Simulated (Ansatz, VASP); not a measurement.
BP: VASP beside Ansatz

```
B P
1.0
     0.00000    2.23496    2.26900
     2.26900    0.00000    2.26900
     2.26900    2.23496    0.00000
B P
1 1
Direct
  0.00000 0.00000 0.00000
  0.75000 0.75000 0.75000
```

Change from the starting cell: strain -0.0150 x Voigt [0, 1, 0, 0, 0, 0], atoms carried along.

Alike in both runs: task single point; functional r2SCAN; k mesh 10 × 10 × 10; occupations gaussian, width 0.05 eV; no spin polarisation.

```csv
,VASP,Ansatz
version,VASP 6.6.1,Ansatz 0.2.0
potentials or method,"VASP PAW PBE potentials, release 64 (B, P), cutoff 520 eV","scalar-relativistic, plane waves, PAW"
valence electrons in the cell,8,8
```

|  | VASP | Ansatz | Ansatz less VASP |
| --- | --- | --- | --- |
| gap on the k mesh at the Fermi level (eV) | 1.19 | 1.16 | -0.029 |
| least direct gap on the mesh (eV) | 3.50 | 3.46 | -0.040 |
| pressure (GPa) | 1.9 | 2.5 | +0.52 |
| traceless stress, the component that is largest in VASP (GPa) | 2.89 | 2.88 | -0.013 |

VASP's potentials were made for PBE, not for r2SCAN. With one functional, cell and mesh, what is left measures potentials, basis and numerics.
